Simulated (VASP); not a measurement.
A run of VASP 6.6.1 is set up as follows.

Contents of INCAR:

```
SYSTEM = Sn
  PREC = Accurate
  ENCUT = 520
  EDIFF = 1E-6
  ISMEAR = -1
  SIGMA = 0.1
  LREAL = .False.
  LASPH = .True.
  NELM = 80
  ALGO = Normal
  ISIF = 2
  LWAVE = .False.
  LCHARG = .False.
  GGA = B5
  ALDAX = 1.0
  AGGAX = 1.0
  AGGAC = 1.0
  ALDAC = 0.0
  NBANDS = 13
```

KPOINTS

```
Automatic mesh
0
Gamma
  11 11 11
  0 0 0
```

Contents of POSCAR:

```
Sn
1.0
   -1.7265390000      1.7755470000      2.3383420000
    1.7265390000     -1.7755470000      2.3383420000
    1.7265390000      1.7755470000     -2.3383420000
Sn
1
Direct
    0.0000000000      0.0000000000      0.0000000000
```

Potentials or basis: VASP PAW PBE potentials, release 64 (Sn_d).

Launch:

```sh
$ cat potpaw_PBE.64/Sn_d/POTCAR > POTCAR
$ mpirun -np 1 vasp_std > vasp.out
```

**Question.** Estimate the pressure.

**Answer.** 3.1 GPa.

**Question.** Predict the band gap on the k mesh.

**Answer.** Zero (band 7 reaches 14.79 eV, above the bottom of band 8 at 6.31 eV).

Stress tensor (GPa, compression positive):
```
3.55 0.00 0.00
0.00 2.27 0.00
0.00 0.00 3.42
```

Caveat: the PAW data sets were made with another functional, which shifts forces and pressure a little; spin-orbit coupling is left out, which moves the levels of the heavy elements.
